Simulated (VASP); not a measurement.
# KCl (Fm-3m) in VASP: a series of runs

The runs below take KCl through phonons, with r2SCAN.

Everything below comes from runs of VASP 6.6.1. Logs are shortened: lines on timing, memory, paths and dates and some standing lists are left out, and cuts for length are marked.

## 1. The cell of the first run

Symmetry: Fm-3m, No. 225, cubic system. The conventional cell has a = 6.293 Å, b = 6.293 Å, c = 6.293 Å, α = 90.00°, β = 90.00°, γ = 90.00°. Within 4.1 Å of K (site symmetry m-3m) lie 6 Cl at 3.15 Å. Cl (site symmetry m-3m) has 6 K at 3.15 Å within 4.1 Å.

## 2. Phonons, r2SCAN

INCAR reads:

```
SYSTEM = KCl
ALGO = Normal
EDIFF = 1E-8
ENCUT = 520
IBRION = 6
ISIF = 2
ISMEAR = 0
LASPH = .True.
LCHARG = .False.
LMIXTAU = .True.
LREAL = .False.
LWAVE = .False.
METAGGA = R2SCAN
NELM = 80
NFREE = 2
NSW = 1
POTIM = 0.015
PREC = Accurate
SIGMA = 0.01
```

KPOINTS reads:

```
k-points
0
Gamma
  6 6 6
  0 0 0
```

POSCAR reads:

```
KCl
1.0
    0.0000000000      3.1464700000      3.1464700000
    3.1464700000      0.0000000000      3.1464700000
    3.1464700000      3.1464700000      0.0000000000
K Cl
1 1
Direct
    0.0000000000      0.0000000000      0.0000000000
    0.5000000000      0.5000000000      0.5000000000
```

Potentials or basis: VASP PAW PBE potentials, release 64 (K_sv, Cl).

The run is started by

```bash
cat potpaw_PBE.64/K_sv/POTCAR potpaw_PBE.64/Cl/POTCAR > POTCAR
mpirun -np 1 vasp_std > vasp.out
```

OUTCAR:

```text
SYSTEM = KCl
   EDIFF = 1E-8
   ENCUT = 520
   IBRION = 6
   ISIF = 2
   ISMEAR = 0
   LASPH = .True.
   LREAL = .False.
   METAGGA = R2SCAN
   NELM = 80
   NFREE = 2
   NSW = 1
   POTIM = 0.015
   PREC = Accurate

 ion  position               nearest neighbor table
   1  0.000  0.000  0.000-   2 3.15   2 3.15   2 3.15   2 3.15   2 3.15   2 3.15
   2  0.500  0.500  0.500-   1 3.15   1 3.15   1 3.15   1 3.15   1 3.15   1 3.15

  LATTYP: Found a face centered cubic cell.
 ALAT       =     6.2929400000

  Lattice vectors:

 A1 = (   0.0000000000,   3.1464700000,   3.1464700000)
 A2 = (   3.1464700000,   0.0000000000,   3.1464700000)
 A3 = (   3.1464700000,   3.1464700000,   0.0000000000)

Analysis of symmetry for initial positions (statically):
=====================================================================
 Subroutine PRICEL returns:
 Original cell was already a primitive cell.

 Routine SETGRP: Setting up the symmetry group for a
 face centered cubic supercell.

 Subroutine GETGRP returns: Found 48 space group operations
 (whereof 48 operations were pure point group operations)
 out of a pool of 48 trial point group operations.

The static configuration has the point symmetry O_h .

Analysis of symmetry for dynamics (positions and initial velocities):
=====================================================================
 Subroutine PRICEL returns:
 Original cell was already a primitive cell.

 Routine SETGRP: Setting up the symmetry group for a
 face centered cubic supercell.

 Subroutine GETGRP returns: Found 48 space group operations
 (whereof 48 operations were pure point group operations)
 out of a pool of 48 trial point group operations.

The dynamic configuration has the point symmetry O_h .

 Subroutine INISYM returns: Found 48 space group operations
 (whereof 48 operations are pure point group operations),
 and found     1 'primitive' translations

----------------------------------------------------------------------------------------

                                     Primitive cell

  volume of cell :      62.3018

  direct lattice vectors                    reciprocal lattice vectors
     0.000000000  3.146470000  3.146470000    -0.158908237  0.158908237  0.158908237
     3.146470000  0.000000000  3.146470000     0.158908237 -0.158908237  0.158908237
     3.146470000  3.146470000  0.000000000     0.158908237  0.158908237 -0.158908237

  length of vectors
     4.449780548  4.449780548  4.449780548     0.275237140  0.275237140  0.275237140

  position of ions in fractional coordinates (direct lattice)
     0.000000000  0.000000000  0.000000000
     0.500000000  0.500000000  0.500000000

  ion indices of the primitive-cell ions
   primitive index   ion index
                 1           1
                 2           2

----------------------------------------------------------------------------------------

 KPOINTS: k-points

Automatic generation of k-mesh.
 Grid dimensions read from file:
 generate k-points for:    6    6    6

 Generating k-lattice:

  Cartesian coordinates                     Fractional coordinates (reciprocal lattice)
    -0.026484706  0.026484706  0.026484706     0.166666667  0.000000000  0.000000000
     0.026484706 -0.026484706  0.026484706     0.000000000  0.166666667  0.000000000
     0.026484706  0.026484706 -0.026484706     0.000000000  0.000000000  0.166666667

  Length of vectors
     0.045872857  0.045872857  0.045872857

  Shift w.r.t. Gamma in fractional coordinates (k-lattice)
     0.000000000  0.000000000  0.000000000

 Subroutine IBZKPT returns following result:
 ===========================================

 Found     16 irreducible k-points:

 Following reciprocal coordinates:
            Coordinates               Weight
  0.000000  0.000000  0.000000      1.000000
  0.166667  0.000000  0.000000      8.000000
  0.333333  0.000000  0.000000      8.000000
  0.500000  0.000000  0.000000      4.000000
  0.166667  0.166667  0.000000      6.000000
  0.333333  0.166667  0.000000     24.000000
[... 8 lines left out ...]
 -0.333333  0.333333  0.166667     24.000000
 -0.333333  0.500000  0.166667     12.000000
   k-points           NKPTS =     16   k-points in BZ     NKDIM =     16   number of bands    NBANDS=     12
   number of dos      NEDOS =    301   number of ions     NIONS =      2
   total plane-waves  NPLWV =  46656
   dimension x,y,z NGX =    36 NGY =   36 NGZ =   36
   dimension x,y,z NGXF=    72 NGYF=   72 NGZF=   72
   ions per type =               1   1
   NGX,Y,Z   is equivalent  to a cutoff of  13.45, 13.45, 13.45 a.u.
   NGXF,Y,Z  is equivalent  to a cutoff of  26.90, 26.90, 26.90 a.u.
 SYSTEM =  KCl
   PREC   = accura    normal or accurate (medium, high low for compatibility)
   ISTART =      0    job   : 0-new  1-cont  2-samecut
   ICHARG =      2    charge: 1-file 2-atom 10-const
   ISPIN  =      1    spin polarized calculation?
   LNONCOLLINEAR =      F non collinear calculations
   LSORBIT =      F    spin-orbit coupling
   LASPH  =      T    aspherical Exc in radial PAW
   ENCUT  =  520.0 eV  38.22 Ry    6.18 a.u.   8.27  8.27  8.27*2*pi/ulx,y,z
   NELM   =     80;   NELMIN=  2; NELMDL= -5     # of ELM steps
   EDIFF  = 0.1E-07   stopping-criterion for ELM
   LREAL  =      F    real-space projection
   EDIFFG = 0.1E-06   stopping-criterion for IOM
   NSW    =     61    number of steps for IOM
   IBRION =      6    ionic relax: 0-MD 1-quasi-New 2-CG
   NFREE  =      2    steps in history (QN), initial steepest desc. (CG)
   ISIF   =      2    stress and relaxation
   ISYM   =      2    0-nonsym 1-usesym 2-fastsym
   POTIM  = 0.0150    time-step for ionic-motion
   TEBEG  =    0.0;   TEEND  =   0.0 temperature during run
   PSTRESS=    0.0 pullay stress
   NELECT =      16.0000    total number of electrons
   NUPDOWN=      -1.0000    fix difference up-down
   EMIN   =  10.00;   EMAX   =-10.00  energy-range for DOS
   EFERMI =   0.00;   METHOD = LEGACY
   ISMEAR =     0;   SIGMA  =   0.01  broadening in eV -4-tet -1-fermi 0-gaus
   EFERMI_NEDOS =   21; number of points for ismear=-14 and -15
   IALGO  =     38    algorithm
   IMIX   =      4    mixing-type and parameters
     AMIX     =   0.40;   BMIX     =  1.00
     AMIX_MAG =   1.60;   BMIX_MAG =  1.00
  volume/ion in A,a.u.               =      31.15       210.22
  Fermi-wavevector in a.u.,A,eV,Ry     =   1.040594  1.966437 14.732871  1.082835
  Thomas-Fermi vector in A             =   2.175177
   LORBIT       =      0    0 simple, 1 ext, 2 COOP (PROOUT), +10 PAW based schemes
   METAGGA = R2SCAN    functional components
   LHFCALC =     F    Hartree Fock is set to
   AEXX    =    0.0000 exact exchange contribution
   IVDW    =     0    specifies the selected vdW correction
   LEPSILON=     F    determine dielectric tensor
   LRPA    =     F    only Hartree local field effects (RPA)
 finite differences with symmetry
 non-spin polarized calculation
 Gauss-broadening in eV      SIGMA  =   0.01
  energy-cutoff  :      520.00
  volume of cell :       62.30
 maximum number of plane-waves:      1694
 NGX is ok and might be reduce to    36
   NGX = 17   NGY = 17   NGZ = 17

--------------------------------------- Ionic step        1  -------------------------------------------

 number of electron      16.0000001 magnetization

 Free energy of the ion-electron system (eV)
  ---------------------------------------------------
  ext. energy  EPLUGINS =         0.00000000
  ---------------------------------------------------
  free energy    TOTEN  =       -16.50648830 eV

  energy without entropy =      -16.50648830  energy(sigma->0) =      -16.50648830

------------------------ aborting loop because EDIFF is reached ----------------------------------------

  FORCE on cell =-STRESS in cart. coord.  units (eV):
  Direction    XX          YY          ZZ          XY          YZ          ZX
  --------------------------------------------------------------------------------------
  -------------------------------------------------------------------------------------
  Total       -0.0103822     -0.0103822     -0.0103822      0.0000000     -0.0000000     -0.0000000
  in kB       -0.2669920     -0.2669920     -0.2669920      0.0000000     -0.0000000     -0.0000000
  external PRESSURE =      -0.2669920 kB  Pullay stress =       0.0000000 kB
[... 129 lines left out ...]
  energy  without entropy=      -16.5063203861  energy(sigma->0) =      -16.50632039

--------------------------------------- Ionic step        5  -------------------------------------------

 number of electron      16.0000000 magnetization

 Free energy of the ion-electron system (eV)
  ---------------------------------------------------
  ext. energy  EPLUGINS =         0.00000000
  ---------------------------------------------------
  free energy    TOTEN  =       -16.50632041 eV

  energy without entropy =      -16.50632041  energy(sigma->0) =      -16.50632041

 E-fermi :  -2.1777     XC(G=0):  -7.9534

 val. band max:       -2.2642437235   @ k =   0.0000   0.0000   0.0000
 cond. band min:       3.5654035279   @ k =   0.0000   0.0000   0.0000
 fundamental gap:      5.8296472515
 Fermi energy:        -2.1777354980

 k-point     1 :       0.0000    0.0000    0.0000
  band No.  band energies     occupation
      1     -30.5328      2.00000
      2     -14.9344      2.00000
      3     -13.2241      2.00000
      4     -13.2241      2.00000
      5     -13.2241      2.00000
      6      -2.2643      2.00000
      7      -2.2643      2.00000
      8      -2.2642      2.00000
      9       3.5654      0.00000
     10       6.7699      0.00000
     11       6.7700      0.00000
     12       6.7700      0.00000
[... 331 lines left out ...]
 k-point    24 :       0.0000   -0.3333    0.3333
  band No.  band energies     occupation
      1     -30.5201      2.00000
      2     -14.9671      2.00000
      3     -13.3224      2.00000
      4     -13.2510      2.00000
      5     -13.1277      2.00000
      6      -2.9542      2.00000
      7      -2.7646      2.00000
      8      -2.5780      2.00000
      9       5.9586      0.00000
     10       6.9920      0.00000
     11       8.3550      0.00000
     12       8.6165      0.00000

 [... further k-points ...]
[... 5 lines left out ...]
  --------------------------------------------------------------------------------------
  -------------------------------------------------------------------------------------
  Total       -0.0079524     -0.0104669     -0.0104669      0.0000000      0.0000000      0.0000000
  in kB       -0.2045078     -0.2691703     -0.2691703      0.0000000      0.0000000      0.0000000
  external PRESSURE =      -0.2476161 kB  Pullay stress =       0.0000000 kB
[... 17 lines left out ...]
  FREE ENERGIE OF THE ION-ELECTRON SYSTEM (eV)
  ---------------------------------------------------
  free  energy   TOTEN  =       -16.5063204142 eV

  energy  without entropy=      -16.5063204142  energy(sigma->0) =      -16.50632041

 INTERNAL STRAIN TENSORS FROM DISPLACED ATOMS
 ============================================

 INTERNAL STRAIN TENSOR FOR ION    1 for displacements in x,y,z  (eV/Angst):
          X           Y           Z          XY          YZ          ZX
  --------------------------------------------------------------------------------
  x     0.00000     0.00000     0.00000     0.00000     0.00000     0.00000
  y     0.00000     0.00000     0.00000     0.00000     0.00000     0.00000
  z     0.00000     0.00000     0.00000     0.00000     0.00000     0.00000

 INTERNAL STRAIN TENSOR FOR ION    2 for displacements in x,y,z  (eV/Angst):
          X           Y           Z          XY          YZ          ZX
  --------------------------------------------------------------------------------
  x     0.00000     0.00000     0.00000     0.00000     0.00000     0.00000
  y     0.00000     0.00000     0.00000     0.00000     0.00000     0.00000
  z     0.00000     0.00000     0.00000     0.00000     0.00000     0.00000

 Eigenvectors and eigenvalues of the dynamical matrix
 ----------------------------------------------------

   1 f  =    4.405268 THz    27.679112 2PiTHz  146.943908 cm-1    18.218714 meV
             X         Y         Z           dx          dy          dz
      0.000000  0.000000  0.000000     0.000000    0.000000   -0.688354
      3.146470  3.146470  3.146470     0.000000   -0.000000    0.725374

   2 f  =    4.405268 THz    27.679112 2PiTHz  146.943908 cm-1    18.218714 meV
             X         Y         Z           dx          dy          dz
      0.000000  0.000000  0.000000    -0.000000   -0.688354    0.000000
      3.146470  3.146470  3.146470     0.000000    0.725374    0.000000
[... 11 lines left out ...]
   5 f/i=    0.007595 THz     0.047719 2PiTHz    0.253331 cm-1     0.031409 meV
             X         Y         Z           dx          dy          dz
      0.000000  0.000000  0.000000     0.250176   -0.349436   -0.584358
      3.146470  3.146470  3.146470     0.237408   -0.331602   -0.554535

   6 f/i=    0.007595 THz     0.047719 2PiTHz    0.253331 cm-1     0.031409 meV
             X         Y         Z           dx          dy          dz
      0.000000  0.000000  0.000000     0.606861   -0.167828    0.360168
      3.146470  3.146470  3.146470     0.575890   -0.159263    0.341787

 ELASTIC MODULI CONTR FROM IONIC RELAXATION (kBar)
 Direction    XX          YY          ZZ          XY          YZ          ZX
 --------------------------------------------------------------------------------
 XX           0.0000      0.0000      0.0000      0.0000      0.0000      0.0000
 YY           0.0000      0.0000      0.0000      0.0000      0.0000      0.0000
 ZZ           0.0000      0.0000      0.0000      0.0000      0.0000      0.0000
 XY           0.0000      0.0000      0.0000      0.0000      0.0000      0.0000
 YZ           0.0000      0.0000      0.0000      0.0000      0.0000      0.0000
 ZX           0.0000      0.0000      0.0000      0.0000      0.0000      0.0000
 --------------------------------------------------------------------------------
```

It took 15 min on 1 thread of Oxide Virtual Turin-like, shared host; peak memory 0.21 GiB.

Results:

- Highest phonon frequency at Γ, LO-TO splitting left out: 147 cm⁻¹

Phonon frequencies in cm⁻¹ (negative: imaginary):
```tsv
q point	frequencies
(0.000, 0.000, 0.000)	0 0 0 147 147 147
```

Caveat: the PAW data sets were made with another functional, which shifts forces and pressure a little.

## 3. Phonons, r2SCAN (31.62 Å³/atom)

This run uses another cell than the first one, of 31.62 Å³/atom.

INCAR reads:

```
ALGO = Normal ; EDIFF = 1E-8
ENCUT = 520 ; IBRION = 6
ISIF = 2 ; ISMEAR = 0
LASPH = True ; LCHARG = True
LMIXTAU = True ; LREAL = False
LWAVE = False ; METAGGA = R2SCAN
NELM = 100 ; NFREE = 2
NSW = 1 ; POTIM = 0.015
PREC = Accurate ; SIGMA = 0.01
```

KPOINTS reads:

```
k-points
0
Gamma
  6 6 6
```

POSCAR reads:

```
KCl
1.0
    0.0000000000      3.1621243373      3.1621243373
    3.1621243373      0.0000000000      3.1621243373
    3.1621243373      3.1621243373      0.0000000000
K Cl
1 1
Direct
    0.0000000000      0.0000000000      0.0000000000
    0.5000000000      0.5000000000      0.5000000000
```

Potentials or basis: VASP PAW PBE potentials, release 64 (K_sv, Cl).

The run is started by

```bash
cat potpaw_PBE.64/K_sv/POTCAR potpaw_PBE.64/Cl/POTCAR > POTCAR
mpirun -np 1 vasp_std > vasp.out
```

OUTCAR:

```text
EDIFF = 1E-8
   ENCUT = 520
   IBRION = 6
   ISIF = 2
   ISMEAR = 0
   LASPH = True
   LREAL = False
   METAGGA = R2SCAN
   NELM = 100
   NFREE = 2
   NSW = 1
   POTIM = 0.015
   PREC = Accurate

 ion  position               nearest neighbor table
   1  0.000  0.000  0.000-   2 3.16   2 3.16   2 3.16   2 3.16   2 3.16   2 3.16
   2  0.500  0.500  0.500-   1 3.16   1 3.16   1 3.16   1 3.16   1 3.16   1 3.16

  LATTYP: Found a face centered cubic cell.
 ALAT       =     6.3242486746

  Lattice vectors:

[... 733 lines left out ...]
  y     0.00000     0.00000     0.00000     0.00000     0.00000     0.00000
  z     0.00000     0.00000     0.00000     0.00000     0.00000     0.00000

 INTERNAL STRAIN TENSOR FOR ION    2 for displacements in x,y,z  (eV/Angst):
          X           Y           Z          XY          YZ          ZX
  --------------------------------------------------------------------------------
  x     0.00000     0.00000     0.00000     0.00000     0.00000     0.00000
  y     0.00000     0.00000     0.00000     0.00000     0.00000     0.00000
  z     0.00000     0.00000     0.00000     0.00000     0.00000     0.00000

 Eigenvectors and eigenvalues of the dynamical matrix
 ----------------------------------------------------

   1 f  =    4.245086 THz    26.672661 2PiTHz  141.600820 cm-1    17.556256 meV
             X         Y         Z           dx          dy          dz
      0.000000  0.000000  0.000000     0.000000    0.687528    0.000000
      3.162124  3.162124  3.162124     0.000000   -0.726158    0.000000
[... 21 lines left out ...]
   6 f/i=    0.012154 THz     0.076365 2PiTHz    0.405411 cm-1     0.050265 meV
             X         Y         Z           dx          dy          dz
      0.000000  0.000000  0.000000     0.000000    0.000000    0.726158
      3.162124  3.162124  3.162124     0.000000    0.000000    0.687528

 ELASTIC MODULI CONTR FROM IONIC RELAXATION (kBar)
 Direction    XX          YY          ZZ          XY          YZ          ZX
 --------------------------------------------------------------------------------
 XX           0.0000      0.0000      0.0000      0.0000      0.0000      0.0000
 YY           0.0000      0.0000      0.0000      0.0000      0.0000      0.0000
 ZZ           0.0000      0.0000      0.0000      0.0000      0.0000      0.0000
 XY           0.0000      0.0000      0.0000      0.0000      0.0000      0.0000
 YZ           0.0000      0.0000      0.0000      0.0000      0.0000      0.0000
 ZX           0.0000      0.0000      0.0000      0.0000      0.0000      0.0000
 --------------------------------------------------------------------------------
```

OSZICAR:

```text
N       E                     dE             d eps       ncg     rms          rms(c)
DAV:   1     0.931381246210E+02    0.93138E+02   -0.75998E+03   384   0.122E+03
DAV:   2    -0.143135215913E+02   -0.10745E+03   -0.10154E+03   492   0.284E+02
DAV:   3    -0.204374629269E+02   -0.61239E+01   -0.60960E+01   484   0.634E+01
[... 83 lines left out ...]
DAV:  11    -0.165057296270E+02   -0.43461E-06   -0.35244E-07   812   0.743E-03    0.356E-04
DAV:  12    -0.165057296698E+02   -0.42768E-07   -0.25456E-08   944   0.176E-03    0.634E-04
DAV:  13    -0.165057296943E+02   -0.24565E-07   -0.31077E-09   612   0.698E-04    0.230E-04
DAV:  14    -0.165057297151E+02   -0.20745E-07   -0.87589E-09   592   0.985E-04    0.163E-04
DAV:  15    -0.165057297188E+02   -0.37626E-08   -0.26653E-09   532   0.468E-04
   5 F= -.16505730E+02 E0= -.16505730E+02  d E =-.125539E-18
```

Wall time 16 min (1 thread of Oxide Virtual Turin-like, shared host); peak memory 0.21 GiB.

Results:

- Highest phonon frequency at Γ, LO-TO splitting left out: 142 cm⁻¹

Phonon frequencies in cm⁻¹ (negative: imaginary):
| q point | frequencies |
| --- | --- |
| (0.000, 0.000, 0.000) | 0 0 0 142 142 142 |

Caveat: the PAW data sets were made with another functional, which shifts forces and pressure a little.
